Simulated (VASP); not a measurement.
# CuAu (P4/mmm) in VASP: further runs

The runs below take CuAu through single point, relaxation of cell and atoms, with PBEsol.

All numbers are computed with VASP 6.6.1; they aren't measurements. Logs are shortened: lines on timing, memory, paths and dates and some standing lists are left out, and cuts for length are marked.

## Step 1: The cell of the first run

It takes space group P4/mmm (No. 123, tetragonal). Conventional cell: a = 2.793 Å, b = 2.793 Å, c = 3.641 Å, α = 90.00°, β = 90.00°, γ = 90.00°. Within 3.5 Å of Cu (site symmetry 4/mmm) lie 8 Au at 2.69 Å and 4 Cu at 2.79 Å. Au (site symmetry 4/mmm) has 8 Cu at 2.69 Å and 4 Au at 2.79 Å within 3.5 Å.

## Step 2: Single point, PBEsol

INCAR reads:

```
ALGO = Normal ; EDIFF = 1E-6
ENCUT = 520 ; GGA = PS
ISIF = 2 ; ISMEAR = -1
LASPH = True ; LCHARG = False
LREAL = False ; LWAVE = False
NBANDS = 18 ; NELM = 60
PREC = Accurate ; SIGMA = 0.1
```

KPOINTS reads:

```
k-points
0
Gamma
  9 9 7
```

POSCAR reads:

```
CuAu
1.0
    2.7934186662      0.0000000000      0.0000000000
    0.0000000000      2.7934186662      0.0000000000
    0.0000000000      0.0000000000      3.6405771321
Cu Au
1 1
Direct
    0.5000000000      0.5000000000      0.5000000000
    0.0000000000      0.0000000000      0.0000000000
```

Potentials or basis: VASP PAW PBE potentials, release 64 (Cu, Au).

Run with:

```sh
$ cat potpaw_PBE.64/Cu/POTCAR potpaw_PBE.64/Au/POTCAR > POTCAR
$ mpirun -np 1 vasp_std > vasp.out
```

OUTCAR:

```text
EDIFF = 1E-6
   ENCUT = 520
   GGA = PS
   ISIF = 2
   ISMEAR = -1
   LASPH = True
   LREAL = False
   NELM = 60
   PREC = Accurate

 ion  position               nearest neighbor table
   1  0.500  0.500  0.500-   2 2.69   2 2.69   2 2.69   2 2.69   2 2.69   2 2.69   2 2.69   2 2.69

   2  0.000  0.000  0.000-   1 2.69   1 2.69   1 2.69   1 2.69   1 2.69   1 2.69   1 2.69   1 2.69

  LATTYP: Found a simple tetragonal cell.
 ALAT       =     2.7934186662
 C/A-ratio  =     1.3032694226

  Lattice vectors:

 A1 = (   2.7934186662,   0.0000000000,   0.0000000000)
 A2 = (   0.0000000000,   2.7934186662,   0.0000000000)
 A3 = (   0.0000000000,   0.0000000000,   3.6405771321)

Analysis of symmetry for initial positions (statically):
=====================================================================
 Subroutine PRICEL returns:
 Original cell was already a primitive cell.

 Routine SETGRP: Setting up the symmetry group for a
 simple tetragonal supercell.

 Subroutine GETGRP returns: Found 16 space group operations
 (whereof 16 operations were pure point group operations)
 out of a pool of 16 trial point group operations.

The static configuration has the point symmetry D_4h.

Analysis of symmetry for dynamics (positions and initial velocities):
=====================================================================
 Subroutine PRICEL returns:
 Original cell was already a primitive cell.

 Routine SETGRP: Setting up the symmetry group for a
 simple tetragonal supercell.

 Subroutine GETGRP returns: Found 16 space group operations
 (whereof 16 operations were pure point group operations)
 out of a pool of 16 trial point group operations.

The dynamic configuration has the point symmetry D_4h.

 Subroutine INISYM returns: Found 16 space group operations
 (whereof 16 operations are pure point group operations),
 and found     1 'primitive' translations

----------------------------------------------------------------------------------------

                                     Primitive cell

  volume of cell :      28.4081

  direct lattice vectors                    reciprocal lattice vectors
     2.793418666  0.000000000  0.000000000     0.357984291  0.000000000  0.000000000
     0.000000000  2.793418666  0.000000000     0.000000000  0.357984291  0.000000000
     0.000000000  0.000000000  3.640577132     0.000000000  0.000000000  0.274681723

  length of vectors
     2.793418666  2.793418666  3.640577132     0.357984291  0.357984291  0.274681723

  position of ions in fractional coordinates (direct lattice)
     0.500000000  0.500000000  0.500000000
     0.000000000  0.000000000  0.000000000

  ion indices of the primitive-cell ions
   primitive index   ion index
                 1           1
                 2           2

----------------------------------------------------------------------------------------

 KPOINTS: k-points

Automatic generation of k-mesh.
 Grid dimensions read from file:
 generate k-points for:    9    9    7

 Generating k-lattice:

  Cartesian coordinates                     Fractional coordinates (reciprocal lattice)
     0.039776032  0.000000000  0.000000000     0.111111111  0.000000000  0.000000000
     0.000000000  0.039776032  0.000000000     0.000000000  0.111111111  0.000000000
     0.000000000  0.000000000  0.039240246     0.000000000  0.000000000  0.142857143

  Length of vectors
     0.039776032  0.039776032  0.039240246

  Shift w.r.t. Gamma in fractional coordinates (k-lattice)
     0.000000000  0.000000000  0.000000000

 Subroutine IBZKPT returns following result:
 ===========================================

 Found     60 irreducible k-points:

 Following reciprocal coordinates:
            Coordinates               Weight
  0.000000  0.000000  0.000000      1.000000
  0.111111  0.000000  0.000000      4.000000
  0.222222  0.000000  0.000000      4.000000
  0.333333  0.000000  0.000000      4.000000
  0.444444  0.000000  0.000000      4.000000
  0.111111  0.111111  0.000000      4.000000
[... 16 lines left out ...]
  0.333333  0.111111  0.142857     16.000000
  0.444444  0.111111  0.142857     16.000000
 [... further k-points ...]
   k-points           NKPTS =     60   k-points in BZ     NKDIM =     60   number of bands    NBANDS=     18
   number of dos      NEDOS =    301   number of ions     NIONS =      2
   total plane-waves  NPLWV =  16128
   dimension x,y,z NGX =    24 NGY =   24 NGZ =   28
   dimension x,y,z NGXF=    48 NGYF=   48 NGZF=   56
   ions per type =               1   1
   NGX,Y,Z   is equivalent  to a cutoff of  14.28, 14.28, 12.79 a.u.
   NGXF,Y,Z  is equivalent  to a cutoff of  28.57, 28.57, 25.57 a.u.
 SYSTEM =  unknown system
   PREC   = accura    normal or accurate (medium, high low for compatibility)
   ISTART =      0    job   : 0-new  1-cont  2-samecut
   ICHARG =      2    charge: 1-file 2-atom 10-const
   ISPIN  =      1    spin polarized calculation?
   LNONCOLLINEAR =      F non collinear calculations
   LSORBIT =      F    spin-orbit coupling
   LASPH  =      T    aspherical Exc in radial PAW
   ENCUT  =  520.0 eV  38.22 Ry    6.18 a.u.   5.19  5.19  6.77*2*pi/ulx,y,z
   NELM   =     60;   NELMIN=  2; NELMDL= -5     # of ELM steps
   EDIFF  = 0.1E-05   stopping-criterion for ELM
   LREAL  =      F    real-space projection
   EDIFFG = 0.1E-04   stopping-criterion for IOM
   NSW    =      0    number of steps for IOM
   IBRION =     -1    ionic relax: 0-MD 1-quasi-New 2-CG
   NFREE  =      0    steps in history (QN), initial steepest desc. (CG)
   ISIF   =      2    stress and relaxation
   ISYM   =      2    0-nonsym 1-usesym 2-fastsym
   POTIM  = 0.5000    time-step for ionic-motion
   TEBEG  =    0.0;   TEEND  =   0.0 temperature during run
   PSTRESS=    0.0 pullay stress
   NELECT =      22.0000    total number of electrons
   NUPDOWN=      -1.0000    fix difference up-down
   EMIN   =  10.00;   EMAX   =-10.00  energy-range for DOS
   EFERMI =   0.00;   METHOD = LEGACY
   ISMEAR =    -1;   SIGMA  =   0.10  broadening in eV -4-tet -1-fermi 0-gaus
   EFERMI_NEDOS =   21; number of points for ismear=-14 and -15
   IALGO  =     38    algorithm
   IMIX   =      4    mixing-type and parameters
     AMIX     =   0.40;   BMIX     =  1.00
     AMIX_MAG =   1.60;   BMIX_MAG =  1.00
  volume/ion in A,a.u.               =      14.20        95.85
  Fermi-wavevector in a.u.,A,eV,Ry     =   1.503378  2.840973 30.751160  2.260146
  Thomas-Fermi vector in A             =   2.614496
   LORBIT       =      0    0 simple, 1 ext, 2 COOP (PROOUT), +10 PAW based schemes
   GGA     = PS    functional components
   LHFCALC =     F    Hartree Fock is set to
   AEXX    =    0.0000 exact exchange contribution
   IVDW    =     0    specifies the selected vdW correction
   LEPSILON=     F    determine dielectric tensor
   LRPA    =     F    only Hartree local field effects (RPA)
 non-spin polarized calculation
  energy-cutoff  :      520.00
  volume of cell :       28.41
 maximum number of plane-waves:       782
 NGX is ok and might be reduce to    24
   NGX = 11   NGY = 11   NGZ = 13

 number of electron      22.0000004 magnetization

 Free energy of the ion-electron system (eV)
  ---------------------------------------------------
  ext. energy  EPLUGINS =         0.00000000
  ---------------------------------------------------
  free energy    TOTEN  =        -8.37889898 eV

  energy without entropy =       -8.36543888  energy(sigma->0) =       -8.37216893

 E-fermi :   8.8996     XC(G=0): -12.9796

 val. band max:        8.8409191399   @ k =   0.1111   0.1111   0.2857
 cond. band min:       8.9036954446   @ k =   0.3333   0.1111   0.4286
 fundamental gap:      0.0627763048
 Fermi energy:         8.8996142477

 k-point     1 :       0.0000    0.0000    0.0000
  band No.  band energies     occupation
      1      -1.1455      2.00000
      2       2.1161      2.00000
      3       2.2734      2.00000
      4       4.7507      2.00000
      5       4.7507      2.00000
      6       5.8508      2.00000
[... 10 lines left out ...]
     17      25.9076      0.00000
     18      26.3733      0.00000

 k-point     2 :       0.1111    0.0000    0.0000
  band No.  band energies     occupation
      1      -0.8550      2.00000
      2       2.2528      2.00000
      3       2.4518      2.00000
      4       4.5755      2.00000
      5       4.8206      2.00000
      6       5.7257      2.00000
[... 10 lines left out ...]
     17      26.4768      0.00000
     18      27.9561      0.00000

 k-point     3 :       0.2222    0.0000    0.0000
  band No.  band energies     occupation
      1      -0.0530      2.00000
      2       2.5287      2.00000
      3       3.0412      2.00000
      4       4.1172      2.00000
      5       5.0170      2.00000
      6       5.3953      2.00000
[... 10 lines left out ...]
     17      25.7781      0.00000
     18      27.7681      0.00000

 k-point     4 :       0.3333    0.0000    0.0000
  band No.  band energies     occupation
      1       1.0266      2.00000
      2       2.9001      2.00000
      3       3.6057      2.00000
      4       3.7943      2.00000
      5       5.0133      2.00000
      6       5.2942      2.00000
[... 375 lines left out ...]
      4       4.0630      2.00000
      5       4.6846      2.00000
      6       5.1402      2.00000
[... 10 lines left out ...]
     17      26.7038      0.00000
     18      27.7056      0.00000

 k-point    23 :       0.3333    0.1111    0.1429
  band No.  band energies     occupation
      1       1.4415      2.00000
      2       3.0015      2.00000
      3       3.5319      2.00000
      4       3.9090      2.00000
      5       4.6945      2.00000
      6       4.9531      2.00000
[... 10 lines left out ...]
     17      26.0343      0.00000
     18      26.6065      0.00000

 k-point    24 :       0.4444    0.1111    0.1429
  band No.  band energies     occupation
      1       2.2383      2.00000
      2       2.8200      2.00000
      3       3.5817      2.00000
      4       3.8948      2.00000
      5       4.7583      2.00000
      6       5.3279      2.00000
[... 10 lines left out ...]
     17      24.1069      0.00000
     18      24.8152      0.00000

 [... further k-points ...]

------------------------ aborting loop because EDIFF is reached ----------------------------------------

  FORCE on cell =-STRESS in cart. coord.  units (eV):
  Direction    XX          YY          ZZ          XY          YZ          ZX
  --------------------------------------------------------------------------------------
  -------------------------------------------------------------------------------------
  Total       -0.0004998     -0.0004998      0.0150729      0.0000000     -0.0000000     -0.0000000
  in kB       -0.0281853     -0.0281853      0.8500881      0.0000000     -0.0000000     -0.0000000
  external PRESSURE =       0.2645725 kB  Pullay stress =       0.0000000 kB

 VOLUME and BASIS-vectors are now :
 -----------------------------------------------------------------------------
  energy-cutoff  :      520.00
  volume of cell :       28.41
      direct lattice vectors                 reciprocal lattice vectors
     2.793418666  0.000000000  0.000000000     0.357984291  0.000000000  0.000000000
     0.000000000  2.793418666  0.000000000     0.000000000  0.357984291  0.000000000
     0.000000000  0.000000000  3.640577132     0.000000000  0.000000000  0.274681723

 POSITION                                       TOTAL-FORCE (eV/Angst)
 -----------------------------------------------------------------------------------
      1.39671      1.39671      1.82029         0.000000      0.000000      0.000000
      0.00000      0.00000      0.00000         0.000000      0.000000      0.000000
 -----------------------------------------------------------------------------------
    total drift:                                0.000000      0.000000     -0.000000

  FREE ENERGIE OF THE ION-ELECTRON SYSTEM (eV)
  ---------------------------------------------------
  free  energy   TOTEN  =        -8.3788989834 eV

  energy  without entropy=       -8.3654388778  energy(sigma->0) =       -8.37216893
```

Wall time 16 s (1 thread of Intel Xeon Platinum 8488C (Sapphire Rapids), shared host); peak memory 0.16 GiB.

What came out:

```
Free energy            : -8.3789 eV
Pressure               : 0.0 GPa
Band gap on the k mesh : zero (bands 11 and 12 overlap by 5.49 eV)
```

Stress tensor (GPa, compression positive):
```
0.00 0.00 0.00
0.00 0.00 0.00
0.00 0.00 0.09
```

Levels at points of the mesh, in eV from the Fermi level:
```tsv
k point	band 9	band 10	band 11	band 12	band 13	band 14
(0.00, 0.00, 0.00)	-1.70	-1.47	-1.47	2.12	8.35	10.01
```

Caveat: the PAW data sets were made with another functional, which shifts forces and pressure a little; spin-orbit coupling is left out, which moves the levels of the heavy elements.

## Step 3: Relaxation of cell and atoms, PBEsol

This run uses another cell than the first one, of 14.56 Å³/atom.

INCAR reads:

```
PREC     = Accurate       # precision mode
ENCUT    = 600            # plane-wave cutoff, eV
EDIFF    = 1E-7           # SCF threshold, eV
ISMEAR   = -1             # smearing method
SIGMA    = 0.1            # smearing width, eV
LREAL    = False          # projectors in reciprocal space
LASPH    = True           # aspherical terms in the spheres
NELM     = 80             # most SCF steps
ALGO     = Normal         # electronic algorithm
ISIF     = 3              # what is computed and relaxed
LWAVE    = False          # write WAVECAR
LCHARG   = False          # write CHGCAR
GGA      = PS             # functional
IBRION   = 2              # ionic algorithm
NSW      = 50             # ionic steps
EDIFFG   = -0.03          # ionic threshold
```

KPOINTS reads:

```
Automatic mesh
0
Gamma
  9 9 7
```

POSCAR reads:

```
CuAu
1.0
    2.8107494600      0.0000000000      0.0000000000
    0.0000000000      2.8107494600      0.0000000000
    0.0000000000      0.0000000000      3.6850000000
Cu Au
1 1
Direct
    0.5000000000      0.5000000000      0.5000000000
    0.0000000000      0.0000000000      0.0000000000
```

Potentials or basis: VASP PAW PBE potentials, release 64 (Cu, Au).

Run with:

```sh
$ cat potpaw_PBE.64/Cu/POTCAR potpaw_PBE.64/Au/POTCAR > POTCAR
$ mpirun -np 1 vasp_std > vasp.out
```

OUTCAR:

```text
PREC = Accurate
   ENCUT = 600
   EDIFF = 1E-7
   ISMEAR = -1
   LREAL = False
   LASPH = True
   NELM = 80
   ISIF = 3
   GGA = PS
   IBRION = 2
   NSW = 50
   EDIFFG = -0.03

 ion  position               nearest neighbor table
   1  0.500  0.500  0.500-   2 2.71   2 2.71   2 2.71   2 2.71   2 2.71   2 2.71   2 2.71   2 2.71

   2  0.000  0.000  0.000-   1 2.71   1 2.71   1 2.71   1 2.71   1 2.71   1 2.71   1 2.71   1 2.71

  LATTYP: Found a simple tetragonal cell.
 ALAT       =     2.8107494600
 C/A-ratio  =     1.3110382311

  Lattice vectors:

 A1 = (   2.8107494600,   0.0000000000,   0.0000000000)
 A2 = (   0.0000000000,   2.8107494600,   0.0000000000)
 A3 = (   0.0000000000,   0.0000000000,   3.6850000000)

Analysis of symmetry for initial positions (statically):
=====================================================================
 Subroutine PRICEL returns:
 Original cell was already a primitive cell.

 Routine SETGRP: Setting up the symmetry group for a
 simple tetragonal supercell.

 Subroutine GETGRP returns: Found 16 space group operations
 (whereof 16 operations were pure point group operations)
 out of a pool of 16 trial point group operations.

The static configuration has the point symmetry D_4h.

Analysis of symmetry for dynamics (positions and initial velocities):
[... 235 lines left out ...]
  ---------------------------------------------------
  ext. energy  EPLUGINS =         0.00000000
  ---------------------------------------------------
  free energy    TOTEN  =        -8.37895109 eV

  energy without entropy =       -8.36532270  energy(sigma->0) =       -8.37213689

 E-fermi :   8.8723     XC(G=0): -12.9720

 val. band max:        8.8721352920   @ k =   0.3333   0.1111   0.4286
 cond. band min:       8.9897693522   @ k =   0.2222   0.2222   0.4286
 fundamental gap:      0.1176340602
 Fermi energy:         8.8722778764

 k-point     1 :       0.0000    0.0000    0.0000
  band No.  band energies     occupation
      1      -1.1540      2.00000
      2       2.0958      2.00000
      3       2.2562      2.00000
      4       4.7459      2.00000
      5       4.7459      2.00000
      6       5.8592      2.00000
      7       5.9921      2.00000
      8       6.7202      2.00000
      9       7.1851      2.00000
     10       7.4166      2.00000
     11       7.4166      2.00000
     12      10.9139      0.00000
     13      17.1118      0.00000
     14      18.9630      0.00000
[... 401 lines left out ...]
      2       2.8005      2.00000
      3       3.5696      2.00000
      4       3.8834      2.00000
      5       4.7495      2.00000
      6       5.3219      2.00000
      7       6.1157      2.00000
      8       6.1788      2.00000
      9       6.8393      2.00000
     10       6.9874      2.00000
     11       7.7114      1.99998
     12       9.5497      0.00228
     13      15.4730      0.00000
     14      17.7228      0.00000
     15      21.6490      0.00000

 [... further k-points ...]

------------------------ aborting loop because EDIFF is reached ----------------------------------------

  FORCE on cell =-STRESS in cart. coord.  units (eV):
  Direction    XX          YY          ZZ          XY          YZ          ZX
  --------------------------------------------------------------------------------------
  -------------------------------------------------------------------------------------
  Total        0.0061994      0.0061994     -0.0514508      0.0000000     -0.0000000     -0.0000000
  in kB        0.3492046      0.3492046     -2.8981454      0.0000000     -0.0000000     -0.0000000
  external PRESSURE =      -0.7332454 kB  Pullay stress =       0.0000000 kB
[... 17 lines left out ...]
  FREE ENERGIE OF THE ION-ELECTRON SYSTEM (eV)
  ---------------------------------------------------
  free  energy   TOTEN  =        -8.3789510917 eV

  energy  without entropy=       -8.3653226952  energy(sigma->0) =       -8.37213689

 reached required accuracy - stopping structural energy minimisation
```

CONTCAR:

```text
CuAu
   1.00000000000000
     2.7891184090579810    0.0000000000000000    0.0000000000000000
     0.0000000000000000    2.7891184090579810    0.0000000000000000
     0.0000000000000000   -0.0000000000000000    3.6563589182098064
  Cu              Au
     1     1
Direct
     0.5000000000000000    0.5000000000000000    0.5000000000000000
     0.0000000000000000    0.0000000000000000    0.0000000000000000

  0.00000000E+00  0.00000000E+00  0.00000000E+00
  0.00000000E+00  0.00000000E+00  0.00000000E+00
```

It took 36 s on 1 thread of Intel Xeon Platinum 8488C (Sapphire Rapids), shared host; peak memory 0.18 GiB.

Results:

```
Free energy                           : -8.3790 eV
Relaxed volume                        : 14.22 Å³/atom
Relaxed cell                          : a = 2.789 Å, b = 2.789 Å, c = 3.656 Å, α = 90.00°, β = 90.00°, γ = 90.00°
Space group after relaxing (to 0.1 Å) : P4/mmm (No. 123)
Energy gained by relaxing             : 4.1 meV/atom
Ionic steps                           : 3
Pressure after relaxing               : -0.1 GPa
Band gap on the k mesh                : zero (bands 11 and 12 overlap by 5.48 eV)
```

The path:
```csv
step,energy change (eV),largest force (eV/Å),pressure (GPa),volume (Å³)
1,0.0000,0.0000,-3.75,29.11
2,0.0027,0.0000,4.83,27.70
3,-0.0081,0.0000,-0.07,28.44
```

Final structure:
```xyz
2
Lattice="2.7891 0.0000 0.0000 0.0000 2.7891 0.0000 0.0000 0.0000 3.6564" Properties=species:S:1:pos:R:3 pbc="T T T"
Cu    1.3946    1.3946    1.8282
Au    0.0000    0.0000    0.0000
```

Levels at points of the mesh, in eV from the Fermi level:
```tsv
k point	band 9	band 10	band 11	band 12	band 13	band 14
(0.00, 0.00, 0.00)	-1.69	-1.46	-1.46	2.04	8.24	10.09
```

Caveat: the PAW data sets were made with another functional, which shifts forces and pressure a little; spin-orbit coupling is left out, which moves the levels of the heavy elements.

The gap in the log of VASP goes by the Fermi energy; the results here count the filled bands.